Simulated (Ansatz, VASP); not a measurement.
# Sn2P3 in VASP and in Ansatz

File POSCAR:

```
Sn2P3
1.0
    4.2142456942      0.0000000000      0.0000000000
   -2.1071228471      3.6496438290      0.0000000000
    0.0000000000      0.0000000000      6.5566817527
Sn P
2 3
Direct
    0.3333333333      0.6666666667      0.2450000000
    0.6666666667      0.3333333333      0.7550000000
    0.0000000000      0.0000000000      0.0000000000
    0.3333333333      0.6666666667      0.6450000000
    0.6666666667      0.3333333333      0.3550000000
```

Contents of INCAR.step1:

```
ALGO = Normal
EDIFF = 1E-4
ENCUT = 520
GGA = PE
ISMEAR = 0
LASPH = T
LCHARG = F
LREAL = F
LWAVE = T
NBANDS = 30
NELM = 80
PREC = Accurate
SIGMA = 0.1
```

File INCAR.step2:

```
ALGO = Normal
EDIFF = 1E-6
ENCUT = 520
ISIF = 2
ISMEAR = 0
ISTART = 1
LASPH = T
LCHARG = T
LELF = T
LMIXTAU = T
LREAL = F
LVHAR = T
LWAVE = F
METAGGA = R2SCAN
NBANDS = 30
NELM = 80
PREC = Accurate
SIGMA = 0.1
```

KPOINTS

```
k-points
0
Gamma
  6 6 4
```

Input for Ansatz:

```yaml
crystal:
  lattice:
    - [4.2142456942, 0.0, 0.0]
    - [-2.1071228471, 3.649643829, 0.0]
    - [0.0, 0.0, 6.5566817527]
  atoms:
    - { symbol: Sn, position: [0.3333333333, 0.6666666667, 0.245] }
    - { symbol: Sn, position: [0.6666666667, 0.3333333333, 0.755] }
    - { symbol: P, position: [0.0, 0.0, 0.0] }
    - { symbol: P, position: [0.3333333333, 0.6666666667, 0.645] }
    - { symbol: P, position: [0.6666666667, 0.3333333333, 0.355] }
basis:
  ecutwfc: 500
kpoints:
  mp_grid: { grid: [6, 6, 4] }
hamiltonian:
  xc: r2scan
scf:
  occupations: { method: gaussian, width: 0.1 }
  lower_state_search: "off"
output:
  forces: true
  stress: true
  eigenvalues: true
```

Alike in both runs: task single point; functional r2SCAN; k mesh 6 × 6 × 4; occupations gaussian, width 0.1 eV; no spin polarisation.

|  | VASP | Ansatz |
| --- | --- | --- |
| version | VASP 6.6.1 | Ansatz 0.2.0 |
| potentials or method | VASP PAW PBE potentials, release 64 (Sn_d, P), cutoff 520 eV | scalar-relativistic, plane waves, PAW |
| valence electrons in the cell | 43 | 43 |

```tsv
	VASP	Ansatz	Ansatz less VASP
gap on the k mesh at the Fermi level (eV)	none	none	-
pressure (GPa)	10.5	10.6	+0.10
traceless stress, the component that is largest in VASP (GPa)	1.50	1.44	-0.061
rms of the force components (eV/Å)	0.535	0.540	+0.0054
```

VASP's potentials were made for PBE, not for r2SCAN. Atom by atom the forces differ by 0.005 eV/Å (rms over components). A gap of «none» marks a metal or a gap that the smearing closes. The functional is the same, so the differences come from potentials, cutoffs and numerics.
